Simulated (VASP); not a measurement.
**OF3: single point with PBE+D3(BJ)**

OF3:

```
CELL_PARAMETERS angstrom
-2.26812 2.26812 2.26812
2.26812 -2.26812 2.26812
2.26812 2.26812 -2.26812
ATOMIC_POSITIONS crystal
O 0.00000 0.00000 0.00000
F 0.00000 0.50000 0.50000
F 0.50000 0.00000 0.50000
F 0.50000 0.50000 0.00000
```

```yaml
Program: VASP 6.6.1
Task: single point
Functional: PBE
Dispersion: D3(BJ)
Potentials_or_basis: VASP PAW PBE potentials, release 64 (O, F)
Cutoff: 520 eV
k_mesh: 14 × 14 × 14
Occupations: gaussian, width 0.1 eV
Spin: collinear spin, ferromagnetic start
Starting_moments: "[2.38, 1.0, 1.0, 1.0] μB"
```

| Property | Result |
| --- | --- |
| Pressure | -0.6 GPa |
| Band gap on the k mesh | zero (filled and empty bands overlap) |
| Net moment | 5.00 μB per cell |
| Site moments | O +1.93; F +0.85 μB |
| Valence electrons inside the program's atomic spheres | O 4.45; F 5.81 |
| Dispersion energy per atom | -0.063 eV |

Levels at points of the mesh, in eV from the Fermi level:
Spin up:
```csv
k point,band 12,band 13,band 14,band 15,band 16,band 17,band 18,band 19,band 20,band 21
"(0.00, 0.00, 0.00)",-1.22,-1.22,-0.51,-0.51,-0.51,11.27,15.54,15.54,15.54,24.60
"(0.50, 0.00, 0.00)",-2.34,-2.18,-2.01,-0.89,-0.82,14.73,14.82,16.83,17.27,22.36
"(0.50, 0.50, 0.50)",-0.87,-0.87,-0.80,-0.80,-0.80,17.08,17.08,17.08,19.05,19.05
```
Spin down:
| k point | band 9 | band 10 | band 11 | band 12 | band 13 | band 14 |
| --- | --- | --- | --- | --- | --- | --- |
| (0.00, 0.00, 0.00) | -2.19 | -2.19 | 0.94 | 0.94 | 0.94 | 2.40 |
| (0.50, 0.00, 0.00) | -1.14 | -0.83 | -0.62 | -0.41 | 0.82 | 0.89 |
| (0.50, 0.50, 0.50) | -1.40 | -1.40 | 1.10 | 1.10 | 1.10 | 2.31 |

Run time: 2.2 min on 1 thread of Intel(R) Xeon(R) 6975P-C (Granite Rapids) (shared host), peak memory 0.3 GiB.

Caveat: pairwise dispersion overbinds metals, which lowers pressure and volume.
